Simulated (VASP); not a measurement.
Runs of VASP 6.6.1 on GaP (rocksalt type). The structure is that of space group Fm-3m (No. 225), or close to it. The cells are those of the table. 

| task | cell | k mesh | cutoff (eV) | gap on the mesh (eV) | pressure (GPa) |
| --- | --- | --- | --- | --- | --- |
| single point | a = 3.649 Å, angles 60.0°, 2 atoms | 15 × 15 × 15 | 500 | none | (a) |
| relaxation of cell and atoms | relaxed to 7.5 GPa from a = 3.562 Å, angles 60.0°, 2 atoms | 14 × 14 × 14 | 500 | none | 7.5 |
| single point | a = 3.562 Å, angles 60.0°, 2 atoms | 14 × 14 × 14 | 500 | none | 7.5 |
| relaxation of cell and atoms | relaxed to 7.5 GPa from a = 3.562 Å, angles 60.0°, 2 atoms | 14 × 14 × 14 | 600 | none | 7.5 |
| single point | a = 3.562 Å, angles 60.0°, 2 atoms | 14 × 14 × 14 | 520 | none | 7.6 |

Alike in all rows: level PBE; potentials or basis VASP PAW PBE potentials, release 64 (Ga_d, P); no spin polarisation; smearing fermi-dirac 0.1 eV.

Question: Fill in the values left out.

Answer: (a) 0.0.

Caveats: the cell is relaxed towards a set pressure, so the enthalpy falls and the energy may rise (some runs); the relaxation stopped at its first step, so nothing moved (some runs).

A k mesh can miss the band edges, and the runs leave out spin-orbit coupling on Ga.

A gap of «none» marks levels without a gap at the run's occupations.
